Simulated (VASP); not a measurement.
A run of VASP 6.6.1:

File POSCAR:

```
Li2S
1.0
    2.6373211189      2.6373211189      0.0000000000
   -2.6373211189      2.6373211189      0.0000000000
    0.0000000000      2.6373211189      2.6373211189
Li S
2 1
Direct
    0.2500000000      0.7500000000      0.5000000000
    0.7500000000      0.2500000000      0.5000000000
    0.0000000000      0.0000000000      0.0000000000
```

Contents of INCAR.step1:

```
PREC = Accurate
ENCUT = 830
ISMEAR = 0
SIGMA = 0.01
LREAL = F
LASPH = T
NELM = 120
NBANDS = 13
GGA = PE
ALGO = Normal
EDIFF = 1E-5
LWAVE = T
LCHARG = F
GGA_COMPAT = F
```

Contents of INCAR.step2:

```
PREC = Accurate
ENCUT = 830
EDIFF = 1E-6
ISMEAR = 0
SIGMA = 0.01
LREAL = F
LASPH = T
NELM = 120
ALGO = Normal
ISIF = 2
LWAVE = F
LCHARG = F
METAGGA = R2SCAN
LMIXTAU = T
NBANDS = 13
ISTART = 1
GGA_COMPAT = F
```

Contents of KPOINTS:

```
Automatic mesh
0
Gamma
  8 8 8
```

Potentials or basis: VASP PAW PBE potentials, release 64 (Li_sv, S).

Launch:

```console
$ cat potpaw_PBE.64/Li_sv/POTCAR potpaw_PBE.64/S/POTCAR > POTCAR
$ cp INCAR.step1 INCAR
$ mpirun -np 1 vasp_std > vasp.out
$ cp INCAR.step2 INCAR
$ mpirun -np 1 vasp_std > vasp.out
```

Hardware: 1 thread of Oxide Virtual Turin-like Processor, with other jobs on the host.

Question: How long does it take, and how much memory?

Answer: Wall time 6 min on 1 thread of Oxide Virtual Turin-like Processor (shared host), peak memory 0.18 GiB. Counts: k points 29.
